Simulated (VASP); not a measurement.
Li8H3F5, 64 atoms in the cell. The typed cell holds 64 atoms: a = 8.015 Å, b = 8.015 Å, c = 8.015 Å, α = 90.00°, β = 90.00°, γ = 90.00°. 

```yaml
Program: VASP 6.6.1
Task: single point
Functional: PBEsol
Potentials_or_basis: VASP PAW PBE potentials, release 64 (H, F, Li_sv)
Cutoff: 520 eV
k_mesh: 1 × 1 × 1, shifted
Occupations: fermi-dirac, width 0.05 eV
Spin: no spin polarisation
Dipole_correction: no
Further_INCAR_settings: LREAL = Auto; ALGO = Normal; EDIFF = 1e-06; NBANDS = 162; ISYM = 0
```

Potentials or basis: VASP PAW PBE potentials, release 64 (H, F, Li_sv).

The run is started by

```console
$ cat potpaw_PBE.64/H/POTCAR potpaw_PBE.64/F/POTCAR potpaw_PBE.64/Li_sv/POTCAR > POTCAR
$ mpirun -np 1 vasp_std > vasp.out
```

Hardware: 1 thread of AMD EPYC 7R13 Processor (Zen 3), with other jobs on the host.

Task: How long does it take, and how much memory?

Result: It took 10 min on 1 thread of AMD EPYC 7R13 Processor (Zen 3), with other jobs on the host, peak memory 0.56 GiB. Counts: scf iterations 16, k points 4.
